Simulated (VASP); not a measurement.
# Co (P6_3/mmc) in VASP: single point with PBEsol

Aim: the single point of Co with PBEsol.

Everything below comes from runs of VASP 6.6.1. Logs are shortened: lines on timing, memory, paths and dates and some standing lists are left out, and cuts for length are marked.

### 1 The cell of the first run

It takes space group P6_3/mmc (No. 194, hexagonal). The conventional cell has a = 2.519 Å, b = 2.519 Å, c = 4.418 Å, α = 90.00°, β = 90.00°, γ = 120.00°. Within 3.3 Å of Co (site symmetry -6m2) lie 12 Co at 2.52 to 2.64 Å.

### 2 Single point, PBEsol, collinear spin, ferromagnetic start (strain +0.000 along x and y, +0.080 along z)

Input file INCAR:

```
SYSTEM = Co
PREC = Accurate
ENCUT = 520
EDIFF = 1E-7
ISMEAR = 0
SIGMA = 0.15
LREAL = .FALSE.
LASPH = .TRUE.
NELM = 150
ALGO = Normal
ISIF = 2
LWAVE = .FALSE.
LCHARG = .FALSE.
ISPIN = 2
MAGMOM = 1.94 1.94
LORBIT = 11
LMAXMIX = 4
GGA = PS
NBANDS = 20
```

Input file KPOINTS:

```
Automatic mesh
0
G
  24 24 12
  0 0 0
```

Input file POSCAR:

```
Co
1.0
    2.5190008694      0.0000000000      0.0000000000
   -1.2595004347      2.1815187451      0.0000000000
    0.0000000000      0.0000000000      4.4182800000
Co
2
Direct
    0.3333333333      0.6666666667      0.2500000000
    0.6666666667      0.3333333333      0.7500000000
```

Potentials or basis: VASP PAW PBE potentials, release 64 (Co).

On the command line:

```
$ cat potpaw_PBE.64/Co/POTCAR > POTCAR
$ mpirun -np 1 vasp_std > vasp.out
```

OUTCAR:

```text
SYSTEM = Co
   PREC = Accurate
   ENCUT = 520
   EDIFF = 1E-7
   ISMEAR = 0
   LREAL = .FALSE.
   LASPH = .TRUE.
   NELM = 150
   ISIF = 2
   ISPIN = 2
   LORBIT = 11
   GGA = PS

 ion  position               nearest neighbor table
   1  0.333  0.667  0.250-   2 2.64   2 2.64   2 2.64   2 2.64   2 2.64   2 2.64
   2  0.667  0.333  0.750-   1 2.64   1 2.64   1 2.64   1 2.64   1 2.64   1 2.64

  LATTYP: Found a hexagonal cell.
 ALAT       =     2.5190008694
 C/A-ratio  =     1.7539811334

  Lattice vectors:

 A1 = (   2.5190008694,   0.0000000000,   0.0000000000)
 A2 = (  -1.2595004347,   2.1815187451,   0.0000000000)
 A3 = (   0.0000000000,   0.0000000000,   4.4182800000)

Analysis of symmetry for initial positions (statically):
=====================================================================
 Subroutine PRICEL returns:
 Original cell was already a primitive cell.

 Routine SETGRP: Setting up the symmetry group for a
 hexagonal supercell.

 Subroutine GETGRP returns: Found 24 space group operations
 (whereof 12 operations were pure point group operations)
 out of a pool of 24 trial point group operations.

The static configuration has the point symmetry D_3d.
 The point group associated with its full space group is D_6h.

Analysis of symmetry for dynamics (positions and initial velocities):
=====================================================================
 Subroutine PRICEL returns:
 Original cell was already a primitive cell.

 Routine SETGRP: Setting up the symmetry group for a
 hexagonal supercell.

 Subroutine GETGRP returns: Found 24 space group operations
 (whereof 12 operations were pure point group operations)
 out of a pool of 24 trial point group operations.

The dynamic configuration has the point symmetry D_3d.
 The point group associated with its full space group is D_6h.

Analysis of structural, dynamic, and magnetic symmetry:
=====================================================================
 Subroutine PRICEL returns:
 Original cell was already a primitive cell.

 Routine SETGRP: Setting up the symmetry group for a
 hexagonal supercell.

 Subroutine GETGRP returns: Found 24 space group operations
 (whereof 12 operations were pure point group operations)
 out of a pool of 24 trial point group operations.

The overall configuration has the point symmetry D_3d.
 The point group associated with its full space group is D_6h.

 Subroutine INISYM returns: Found 24 space group operations
 (whereof 12 operations are pure point group operations),
 and found     1 'primitive' translations

----------------------------------------------------------------------------------------

                                     Primitive cell

  volume of cell :      24.2795

  direct lattice vectors                    reciprocal lattice vectors
     2.519000869  0.000000000  0.000000000     0.396982793  0.229198122  0.000000000
    -1.259500435  2.181518745  0.000000000     0.000000000  0.458396244  0.000000000
     0.000000000  0.000000000  4.418280000     0.000000000  0.000000000  0.226332419

  length of vectors
     2.519000869  2.519000869  4.418280000     0.458396244  0.458396244  0.226332419

  position of ions in fractional coordinates (direct lattice)
     0.333333333  0.666666667  0.250000000
     0.666666667  0.333333333  0.750000000

  ion indices of the primitive-cell ions
   primitive index   ion index
                 1           1
                 2           2

----------------------------------------------------------------------------------------

 KPOINTS: Automatic mesh

Automatic generation of k-mesh.
 Grid dimensions read from file:
 generate k-points for:   24   24   12

 Generating k-lattice:

  Cartesian coordinates                     Fractional coordinates (reciprocal lattice)
     0.016540950  0.009549922  0.000000000     0.041666667  0.000000000  0.000000000
     0.000000000  0.019099844  0.000000000     0.000000000  0.041666667  0.000000000
     0.000000000  0.000000000  0.018861035     0.000000000  0.000000000  0.083333333

  Length of vectors
     0.019099844  0.019099844  0.018861035

  Shift w.r.t. Gamma in fractional coordinates (k-lattice)
     0.000000000  0.000000000  0.000000000

 Subroutine IBZKPT returns following result:
 ===========================================

 Found    427 irreducible k-points:

 Following reciprocal coordinates:
            Coordinates               Weight
  0.000000  0.000000  0.000000      1.000000
  0.041667  0.000000  0.000000      6.000000
  0.083333 -0.000000  0.000000      6.000000
  0.125000  0.000000  0.000000      6.000000
  0.166667  0.000000  0.000000      6.000000
  0.208333 -0.000000  0.000000      6.000000
[... 16 lines left out ...]
  0.416667  0.041667  0.000000     12.000000
  0.458333  0.041667  0.000000     12.000000
 [... further k-points ...]
   k-points           NKPTS =    427   k-points in BZ     NKDIM =    427   number of bands    NBANDS=     20
   number of dos      NEDOS =    301   number of ions     NIONS =      2
   total plane-waves  NPLWV =  14400
   dimension x,y,z NGX =    20 NGY =   20 NGZ =   36
   dimension x,y,z NGXF=    40 NGYF=   40 NGZF=   72
   ions per type =               2
   NGX,Y,Z   is equivalent  to a cutoff of  13.20, 13.20, 13.55 a.u.
   NGXF,Y,Z  is equivalent  to a cutoff of  26.40, 26.40, 27.09 a.u.
 SYSTEM =  Co
   PREC   = accura    normal or accurate (medium, high low for compatibility)
   ISTART =      0    job   : 0-new  1-cont  2-samecut
   ICHARG =      2    charge: 1-file 2-atom 10-const
   ISPIN  =      2    spin polarized calculation?
   LNONCOLLINEAR =      F non collinear calculations
   LSORBIT =      F    spin-orbit coupling
   LASPH  =      T    aspherical Exc in radial PAW
   ENCUT  =  520.0 eV  38.22 Ry    6.18 a.u.   4.68  4.68  8.22*2*pi/ulx,y,z
   NELM   =    150;   NELMIN=  2; NELMDL= -5     # of ELM steps
   EDIFF  = 0.1E-06   stopping-criterion for ELM
   LREAL  =      F    real-space projection
   EDIFFG = 0.1E-05   stopping-criterion for IOM
   NSW    =      0    number of steps for IOM
   IBRION =     -1    ionic relax: 0-MD 1-quasi-New 2-CG
   NFREE  =      0    steps in history (QN), initial steepest desc. (CG)
   ISIF   =      2    stress and relaxation
   ISYM   =      2    0-nonsym 1-usesym 2-fastsym
   POTIM  = 0.5000    time-step for ionic-motion
   TEBEG  =    0.0;   TEEND  =   0.0 temperature during run
   PSTRESS=    0.0 pullay stress
   NELECT =      18.0000    total number of electrons
   NUPDOWN=      -1.0000    fix difference up-down
   EMIN   =  10.00;   EMAX   =-10.00  energy-range for DOS
   EFERMI =   0.00;   METHOD = LEGACY
   ISMEAR =     0;   SIGMA  =   0.15  broadening in eV -4-tet -1-fermi 0-gaus
   EFERMI_NEDOS =   21; number of points for ismear=-14 and -15
   IALGO  =     38    algorithm
   IMIX   =      4    mixing-type and parameters
     AMIX     =   0.40;   BMIX     =  1.00
     AMIX_MAG =   1.60;   BMIX_MAG =  1.00
  volume/ion in A,a.u.               =      12.14        81.92
  Fermi-wavevector in a.u.,A,eV,Ry     =   1.481672  2.799955 29.869589  2.195353
  Thomas-Fermi vector in A             =   2.595553
   LORBIT       =     11    0 simple, 1 ext, 2 COOP (PROOUT), +10 PAW based schemes
   GGA     = PS    functional components
   LHFCALC =     F    Hartree Fock is set to
   AEXX    =    0.0000 exact exchange contribution
   IVDW    =     0    specifies the selected vdW correction
   LEPSILON=     F    determine dielectric tensor
   LRPA    =     F    only Hartree local field effects (RPA)
 spin polarized calculation
 Gauss-broadening in eV      SIGMA  =   0.15
  energy-cutoff  :      520.00
  volume of cell :       24.28
 maximum number of plane-waves:       671
 NGX is ok and might be reduce to    20
   NGX =  9   NGY =  9   NGZ = 17

 number of electron      18.0000000 magnetization       3.4107113

 Free energy of the ion-electron system (eV)
  ---------------------------------------------------
  ext. energy  EPLUGINS =         0.00000000
  ---------------------------------------------------
  free energy    TOTEN  =       -15.07434260 eV

  energy without entropy =      -15.04877230  energy(sigma->0) =      -15.06155745

 E-fermi :   8.6419     XC(G=0): -12.9241

 val. band max:        8.6406516860   @ k =   0.2083   0.2083   0.1667
 cond. band min:       8.6426822585   @ k =   0.4167   0.1667   0.4167
 fundamental gap:      0.0020305725
 Fermi energy:         8.6418775089

 spin component 1

 k-point     1 :       0.0000    0.0000    0.0000
  band No.  band energies     occupation
      1       0.2469      1.00000
      2       3.7699      1.00000
      3       5.7606      1.00000
      4       6.1601      1.00000
      5       6.1601      1.00000
      6       6.3482      1.00000
[... 12 lines left out ...]
     19      34.0903      0.00000
     20      34.0903      0.00000
[... 507 lines left out ...]
 k-point    24 :       0.4583    0.0417    0.0000
  band No.  band energies     occupation
      1       4.2548      1.00000
      2       4.3189      1.00000
      3       4.4978      1.00000
      4       5.9499      1.00000
      5       6.1835      1.00000
      6       6.2973      1.00000
[... 12 lines left out ...]
     19      30.1883      0.00000
     20      31.3062      0.00000

 [... further k-points ...]

 spin component 2

 k-point     1 :       0.0000    0.0000    0.0000
  band No.  band energies     occupation
      1       0.2989      1.00000
      2       4.6793      1.00000
      3       7.3683      1.00000
      4       7.7603      1.00000
      5       7.8418      1.00000
      6       7.8418      1.00000
[... 12 lines left out ...]
     19      34.4005      0.00000
     20      34.4005      0.00000
[... 507 lines left out ...]
 k-point    24 :       0.4583    0.0417    0.0000
  band No.  band energies     occupation
      1       5.2259      1.00000
      2       5.5650      1.00000
      3       5.8569      1.00000
      4       7.2216      1.00000
      5       7.5662      1.00000
      6       7.8680      1.00000
[... 12 lines left out ...]
     19      30.6045      0.00000
     20      31.6434      0.00000

 [... further k-points ...]

------------------------ aborting loop because EDIFF is reached ----------------------------------------

  FORCE on cell =-STRESS in cart. coord.  units (eV):
  Direction    XX          YY          ZZ          XY          YZ          ZX
  --------------------------------------------------------------------------------------
  -------------------------------------------------------------------------------------
  Total       -3.1006737     -3.1006737     -5.2488900      0.0000000     -0.0000000     -0.0000000
  in kB     -204.6096674   -204.6096674   -346.3678323      0.0000000     -0.0000000     -0.0000000
  external PRESSURE =    -251.8623890 kB  Pullay stress =       0.0000000 kB

 VOLUME and BASIS-vectors are now :
 -----------------------------------------------------------------------------
  energy-cutoff  :      520.00
  volume of cell :       24.28
      direct lattice vectors                 reciprocal lattice vectors
     2.519000869  0.000000000  0.000000000     0.396982793  0.229198122  0.000000000
    -1.259500435  2.181518745  0.000000000     0.000000000  0.458396244  0.000000000
     0.000000000  0.000000000  4.418280000     0.000000000  0.000000000  0.226332419

 POSITION                                       TOTAL-FORCE (eV/Angst)
 -----------------------------------------------------------------------------------
     -0.00000      1.45435      1.10457        -0.000000     -0.000000      0.000000
      1.25950      0.72717      3.31371         0.000000      0.000000      0.000000
 -----------------------------------------------------------------------------------
    total drift:                               -0.000000      0.000000     -0.000000

  FREE ENERGIE OF THE ION-ELECTRON SYSTEM (eV)
  ---------------------------------------------------
  free  energy   TOTEN  =       -15.0743426006 eV

  energy  without entropy=      -15.0487723015  energy(sigma->0) =      -15.06155745

 total charge

# of ion       s       p       d       tot
------------------------------------------
    1        0.449   0.438   7.193   8.080
    2        0.449   0.438   7.193   8.080
--------------------------------------------------
tot          0.899   0.875  14.386  16.160

 magnetization (x)

# of ion       s       p       d       tot
------------------------------------------
    1       -0.012  -0.046   1.795   1.738
    2       -0.012  -0.046   1.795   1.738
--------------------------------------------------
tot         -0.023  -0.092   3.591   3.475
```

Run time: 2.8 min. Hardware: 1 thread of Intel Xeon 6975P-C (Granite Rapids), shared host; peak memory 0.38 GiB.

Results:

| Property | Result |
| --- | --- |
| Free energy | -15.0743 eV |
| Pressure | -25.2 GPa |
| Net moment | 3.41 μB per cell |
| Site moments | Co +1.74 μB |
| Valence electrons inside the program's atomic spheres | Co 8.08 |

Caveat: the cell differs from its parent crystal (strain +0.000 along x and y, +0.080 along z); the cell stands under tension; the PAW data sets were made with another functional, which shifts forces and pressure a little.
